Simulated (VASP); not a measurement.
# NbCd3 (P4/mmm) in VASP: single point with LDA

Aim: the single point of NbCd3 with LDA.

Everything below comes from runs of VASP 6.6.1. Logs are shortened: lines on timing, memory, paths and dates and some standing lists are left out, and cuts for length are marked.

## (1) The cell of the first run

The structure is tetragonal, space group P4/mmm (No. 123). The conventional cell has a = 4.215 Å, b = 4.215 Å, c = 4.299 Å, α = 90.00°, β = 90.00°, γ = 90.00°. Within 3.9 Å of Nb (site symmetry 4/mmm) lie 12 Cd at 2.98 to 3.01 Å. Within 3.9 Å of Cd (site symmetry mmm) lie 8 Cd at 2.98 to 3.01 Å and 4 Nb at 3.01 Å. Within 3.9 Å of Cd (site symmetry 4/mmm) lie 4 Nb at 2.98 Å and 8 Cd at 3.01 Å.

## (2) Single point, LDA (zz strain of +2 %)

Input file INCAR:

```
SYSTEM = NbCd3
PREC = Accurate ; ENCUT = 520
EDIFF = 1E-6 ; ISMEAR = -1
SIGMA = 0.08 ; LREAL = .False.
LASPH = .True. ; NELM = 80
ALGO = Normal ; ISIF = 2
LWAVE = .False. ; LCHARG = .False.
GGA = CA ; NBANDS = 32
```

Input file KPOINTS:

```
Automatic mesh
0
Gamma
  9 9 9
  0 0 0
```

Input file POSCAR:

```
NbCd3
1.0
    4.2150000000      0.0000000000      0.0000000000
    0.0000000000      4.2150000000      0.0000000000
    0.0000000000      0.0000000000      4.2993000000
Nb Cd
1 3
Direct
    0.0000000000      0.0000000000      0.0000000000
    0.0000000000      0.5000000000      0.5000000000
    0.5000000000      0.0000000000      0.5000000000
    0.5000000000      0.5000000000      0.0000000000
```

Potentials or basis: VASP PAW LDA potentials, release 64 (Nb_sv, Cd).

The run is started by

```bash
$ cat potpaw_LDA.64/Nb_sv/POTCAR potpaw_LDA.64/Cd/POTCAR > POTCAR
$ mpirun -np 1 vasp_std > vasp.out
```

OUTCAR:

```text
SYSTEM = NbCd3
   PREC = Accurate
   ENCUT = 520
   EDIFF = 1E-6
   ISMEAR = -1
   LREAL = .False.
   LASPH = .True.
   NELM = 80
   ISIF = 2
   GGA = CA

 ion  position               nearest neighbor table
   1  0.000  0.000  0.000-   4 2.98   4 2.98   4 2.98   4 2.98   3 3.01   2 3.01   3 3.01   2 3.01
                             3 3.01   2 3.01   3 3.01   2 3.01
   2  0.000  0.500  0.500-   3 2.98   3 2.98   3 2.98   3 2.98   4 3.01   1 3.01   1 3.01   1 3.01
                             4 3.01   4 3.01   4 3.01   1 3.01
   3  0.500  0.000  0.500-   2 2.98   2 2.98   2 2.98   2 2.98   4 3.01   1 3.01   4 3.01   4 3.01
                             1 3.01   4 3.01   1 3.01   1 3.01
   4  0.500  0.500  0.000-   1 2.98   1 2.98   1 2.98   1 2.98   3 3.01   2 3.01   3 3.01   3 3.01
                             3 3.01   2 3.01   2 3.01   2 3.01

  LATTYP: Found a simple tetragonal cell.
 ALAT       =     4.2150000000
 C/A-ratio  =     1.0200000000

  Lattice vectors:

 A1 = (   4.2150000000,   0.0000000000,   0.0000000000)
 A2 = (   0.0000000000,   4.2150000000,   0.0000000000)
 A3 = (   0.0000000000,   0.0000000000,   4.2993000000)

Analysis of symmetry for initial positions (statically):
=====================================================================
 Subroutine PRICEL returns:
 Original cell was already a primitive cell.

 Routine SETGRP: Setting up the symmetry group for a
 simple tetragonal supercell.

 Subroutine GETGRP returns: Found 16 space group operations
 (whereof 16 operations were pure point group operations)
 out of a pool of 16 trial point group operations.

The static configuration has the point symmetry D_4h.

Analysis of symmetry for dynamics (positions and initial velocities):
=====================================================================
 Subroutine PRICEL returns:
 Original cell was already a primitive cell.

 Routine SETGRP: Setting up the symmetry group for a
 simple tetragonal supercell.

 Subroutine GETGRP returns: Found 16 space group operations
 (whereof 16 operations were pure point group operations)
 out of a pool of 16 trial point group operations.

The dynamic configuration has the point symmetry D_4h.

 Subroutine INISYM returns: Found 16 space group operations
 (whereof 16 operations are pure point group operations),
 and found     1 'primitive' translations

----------------------------------------------------------------------------------------

                                     Primitive cell

  volume of cell :      76.3823

  direct lattice vectors                    reciprocal lattice vectors
     4.215000000  0.000000000  0.000000000     0.237247924  0.000000000  0.000000000
     0.000000000  4.215000000  0.000000000     0.000000000  0.237247924  0.000000000
     0.000000000  0.000000000  4.299300000     0.000000000  0.000000000  0.232596004

  length of vectors
     4.215000000  4.215000000  4.299300000     0.237247924  0.237247924  0.232596004

  position of ions in fractional coordinates (direct lattice)
     0.000000000  0.000000000  0.000000000
     0.000000000  0.500000000  0.500000000
     0.500000000  0.000000000  0.500000000
     0.500000000  0.500000000  0.000000000

  ion indices of the primitive-cell ions
   primitive index   ion index
                 1           1
                 2           2
                 3           3
                 4           4

----------------------------------------------------------------------------------------

 KPOINTS: Automatic mesh

Automatic generation of k-mesh.
 Grid dimensions read from file:
 generate k-points for:    9    9    9

 Generating k-lattice:

  Cartesian coordinates                     Fractional coordinates (reciprocal lattice)
     0.026360880  0.000000000  0.000000000     0.111111111  0.000000000  0.000000000
     0.000000000  0.026360880  0.000000000     0.000000000  0.111111111  0.000000000
     0.000000000  0.000000000  0.025844000     0.000000000  0.000000000  0.111111111

  Length of vectors
     0.026360880  0.026360880  0.025844000

  Shift w.r.t. Gamma in fractional coordinates (k-lattice)
     0.000000000  0.000000000  0.000000000

 Subroutine IBZKPT returns following result:
 ===========================================

 Found     75 irreducible k-points:

 Following reciprocal coordinates:
            Coordinates               Weight
  0.000000  0.000000  0.000000      1.000000
  0.111111  0.000000  0.000000      4.000000
  0.222222  0.000000  0.000000      4.000000
  0.333333  0.000000  0.000000      4.000000
  0.444444  0.000000  0.000000      4.000000
  0.111111  0.111111  0.000000      4.000000
[... 16 lines left out ...]
  0.333333  0.111111  0.111111     16.000000
  0.444444  0.111111  0.111111     16.000000
 [... further k-points ...]
   k-points           NKPTS =     75   k-points in BZ     NKDIM =     75   number of bands    NBANDS=     32
   number of dos      NEDOS =    301   number of ions     NIONS =      4
   total plane-waves  NPLWV =  32768
   dimension x,y,z NGX =    32 NGY =   32 NGZ =   32
   dimension x,y,z NGXF=    64 NGYF=   64 NGZF=   64
   ions per type =               1   3
   NGX,Y,Z   is equivalent  to a cutoff of  12.62, 12.62, 12.37 a.u.
   NGXF,Y,Z  is equivalent  to a cutoff of  25.24, 25.24, 24.75 a.u.
 SYSTEM =  NbCd3
   PREC   = accura    normal or accurate (medium, high low for compatibility)
   ISTART =      0    job   : 0-new  1-cont  2-samecut
   ICHARG =      2    charge: 1-file 2-atom 10-const
   ISPIN  =      1    spin polarized calculation?
   LNONCOLLINEAR =      F non collinear calculations
   LSORBIT =      F    spin-orbit coupling
   LASPH  =      T    aspherical Exc in radial PAW
   ENCUT  =  520.0 eV  38.22 Ry    6.18 a.u.   7.84  7.84  7.99*2*pi/ulx,y,z
   NELM   =     80;   NELMIN=  2; NELMDL= -5     # of ELM steps
   EDIFF  = 0.1E-05   stopping-criterion for ELM
   LREAL  =      F    real-space projection
   EDIFFG = 0.1E-04   stopping-criterion for IOM
   NSW    =      0    number of steps for IOM
   IBRION =     -1    ionic relax: 0-MD 1-quasi-New 2-CG
   NFREE  =      0    steps in history (QN), initial steepest desc. (CG)
   ISIF   =      2    stress and relaxation
   ISYM   =      2    0-nonsym 1-usesym 2-fastsym
   POTIM  = 0.5000    time-step for ionic-motion
   TEBEG  =    0.0;   TEEND  =   0.0 temperature during run
   PSTRESS=    0.0 pullay stress
   NELECT =      49.0000    total number of electrons
   NUPDOWN=      -1.0000    fix difference up-down
   EMIN   =  10.00;   EMAX   =-10.00  energy-range for DOS
   EFERMI =   0.00;   METHOD = LEGACY
   ISMEAR =    -1;   SIGMA  =   0.08  broadening in eV -4-tet -1-fermi 0-gaus
   EFERMI_NEDOS =   21; number of points for ismear=-14 and -15
   IALGO  =     38    algorithm
   IMIX   =      4    mixing-type and parameters
     AMIX     =   0.40;   BMIX     =  1.00
     AMIX_MAG =   1.60;   BMIX_MAG =  1.00
  volume/ion in A,a.u.               =      19.10       128.86
  Fermi-wavevector in a.u.,A,eV,Ry     =   1.411917  2.668137 27.123352  1.993510
  Thomas-Fermi vector in A             =   2.533719
   LORBIT       =      0    0 simple, 1 ext, 2 COOP (PROOUT), +10 PAW based schemes
   GGA     = CA    functional components
   LHFCALC =     F    Hartree Fock is set to
   AEXX    =    0.0000 exact exchange contribution
   IVDW    =     0    specifies the selected vdW correction
   LEPSILON=     F    determine dielectric tensor
   LRPA    =     F    only Hartree local field effects (RPA)
 non-spin polarized calculation
  energy-cutoff  :      520.00
  volume of cell :       76.38
 maximum number of plane-waves:      2076
 NGX is ok and might be reduce to    32
   NGX = 15   NGY = 15   NGZ = 15

 number of electron      49.0000009 magnetization

 Free energy of the ion-electron system (eV)
  ---------------------------------------------------
  ext. energy  EPLUGINS =         0.00000000
  ---------------------------------------------------
  free energy    TOTEN  =       -15.47156998 eV

  energy without entropy =      -15.43756051  energy(sigma->0) =      -15.45456524

 E-fermi :   4.8712     XC(G=0): -12.1520

 val. band max:        4.8643424036   @ k =   0.4444   0.0000   0.3333
 cond. band min:       4.8913827934   @ k =   0.0000   0.0000   0.0000
 fundamental gap:      0.0270403898
 Fermi energy:         4.8711787061

 k-point     1 :       0.0000    0.0000    0.0000
  band No.  band energies     occupation
      1     -49.7517      2.00000
      2     -25.9802      2.00000
      3     -25.9621      2.00000
      4     -25.9621      2.00000
      5      -4.7318      2.00000
      6      -4.5338      2.00000
[... 24 lines left out ...]
     31      10.6355      0.00000
     32      12.2877      0.00000

 k-point     2 :       0.1111    0.0000    0.0000
  band No.  band energies     occupation
      1     -49.7516      2.00000
      2     -25.9803      2.00000
      3     -25.9648      2.00000
      4     -25.9623      2.00000
      5      -4.6864      2.00000
      6      -4.4917      2.00000
[... 24 lines left out ...]
     31      11.2911      0.00000
     32      12.3661      0.00000

 k-point     3 :       0.2222    0.0000    0.0000
  band No.  band energies     occupation
      1     -49.7514      2.00000
      2     -25.9805      2.00000
      3     -25.9716      2.00000
      4     -25.9626      2.00000
      5      -4.5618      2.00000
      6      -4.4333      2.00000
[... 24 lines left out ...]
     31      12.1581      0.00000
     32      12.4007      0.00000

 k-point     4 :       0.3333    0.0000    0.0000
  band No.  band energies     occupation
      1     -49.7511      2.00000
      2     -25.9807      2.00000
      3     -25.9794      2.00000
      4     -25.9630      2.00000
      5      -4.3922      2.00000
      6      -4.3701      2.00000
[... 654 lines left out ...]
     31      11.4935      0.00000
     32      12.2957      0.00000

 k-point    23 :       0.3333    0.1111    0.1111
  band No.  band energies     occupation
      1     -49.7510      2.00000
      2     -25.9827      2.00000
      3     -25.9787      2.00000
      4     -25.9652      2.00000
      5      -4.3801      2.00000
      6      -4.2875      2.00000
[... 24 lines left out ...]
     31      11.5306      0.00000
     32      11.7537      0.00000

 k-point    24 :       0.4444    0.1111    0.1111
  band No.  band energies     occupation
      1     -49.7509      2.00000
      2     -25.9836      2.00000
      3     -25.9826      2.00000
      4     -25.9653      2.00000
      5      -4.2928      2.00000
      6      -4.1853      2.00000
[... 24 lines left out ...]
     31      11.0552      0.00000
     32      12.0598      0.00000

 [... further k-points ...]

------------------------ aborting loop because EDIFF is reached ----------------------------------------

  FORCE on cell =-STRESS in cart. coord.  units (eV):
  Direction    XX          YY          ZZ          XY          YZ          ZX
  --------------------------------------------------------------------------------------
  -------------------------------------------------------------------------------------
  Total       -1.5908894     -1.5908894     -2.2978679      0.0000000      0.0000000      0.0000000
  in kB      -33.3701128    -33.3701128    -48.1995228      0.0000000      0.0000000      0.0000000
  external PRESSURE =     -38.3132494 kB  Pullay stress =       0.0000000 kB

 VOLUME and BASIS-vectors are now :
 -----------------------------------------------------------------------------
  energy-cutoff  :      520.00
  volume of cell :       76.38
      direct lattice vectors                 reciprocal lattice vectors
     4.215000000  0.000000000  0.000000000     0.237247924  0.000000000  0.000000000
     0.000000000  4.215000000  0.000000000     0.000000000  0.237247924  0.000000000
     0.000000000  0.000000000  4.299300000     0.000000000  0.000000000  0.232596004

 POSITION                                       TOTAL-FORCE (eV/Angst)
 -----------------------------------------------------------------------------------
      0.00000      0.00000      0.00000         0.000000      0.000000      0.000000
      0.00000      2.10750      2.14965         0.000000      0.000000      0.000000
      2.10750      0.00000      2.14965         0.000000      0.000000      0.000000
      2.10750      2.10750      0.00000         0.000000      0.000000      0.000000
 -----------------------------------------------------------------------------------
    total drift:                                0.000000     -0.000000     -0.000000

  FREE ENERGIE OF THE ION-ELECTRON SYSTEM (eV)
  ---------------------------------------------------
  free  energy   TOTEN  =       -15.4715699763 eV

  energy  without entropy=      -15.4375605051  energy(sigma->0) =      -15.45456524
```

It took 1.9 min on 1 thread of Intel Xeon 8259CL, shared host; peak memory 0.26 GiB.

Results:

| Property | Result |
| --- | --- |
| Free energy | -15.4716 eV |
| Pressure | -3.8 GPa |
| Band gap on the k mesh | zero (an odd number of electrons rules out a gap without spin polarisation) |

Levels at points of the mesh, in eV from the Fermi level:
| k point | band 21 | band 22 | band 23 | band 24 | band 25 | band 26 | band 27 | band 28 |
| --- | --- | --- | --- | --- | --- | --- | --- | --- |
| (0.00, 0.00, 0.00) | -1.03 | -0.88 | 0.02 | 0.31 | 0.31 | 1.23 | 1.23 | 1.30 |

Caveat: the cell differs from its parent crystal (zz strain of +2 %); the cell stands under tension.

The gap in the log of VASP goes by the Fermi energy; the results here count the filled bands.